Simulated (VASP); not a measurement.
Input of a VASP 6.6.1 run:

Contents of INCAR:

```
ALGO = Fast ; EDIFF = 1E-6
ENCUT = 520 ; GGA = PE
ISIF = 2 ; ISMEAR = 0
LASPH = T ; LCHARG = F
LREAL = F ; LWAVE = F
NBANDS = 13 ; NELM = 100
PREC = Accurate ; SIGMA = 0.15
```

KPOINTS

```
k-points
0
Gamma
  16 16 16
```

The input POSCAR:

```
Pb
1.0
    0.0000000000      2.5932900000      2.5932900000
    2.5932900000      0.0000000000      2.5932900000
    2.5932900000      2.5932900000      0.0000000000
Pb
1
Direct
    0.0000000000      0.0000000000      0.0000000000
```

Potentials or basis: VASP PAW PBE potentials, release 64 (Pb_d).

Command:

```console
$ cat potpaw_PBE.64/Pb_d/POTCAR > POTCAR
$ mpirun -np 1 vasp_std > vasp.out
```

(1) Estimate the pressure.

(2) Predict the band gap on the k mesh.

Results:

(1) -2.9 GPa.

(2) zero (bands 7 and 8 overlap by 7.75 eV).

Caveat: the cell differs from its parent crystal (strain +0.050 along x and y, +0.050 along z); spin-orbit coupling is left out, which moves the levels of the heavy elements.
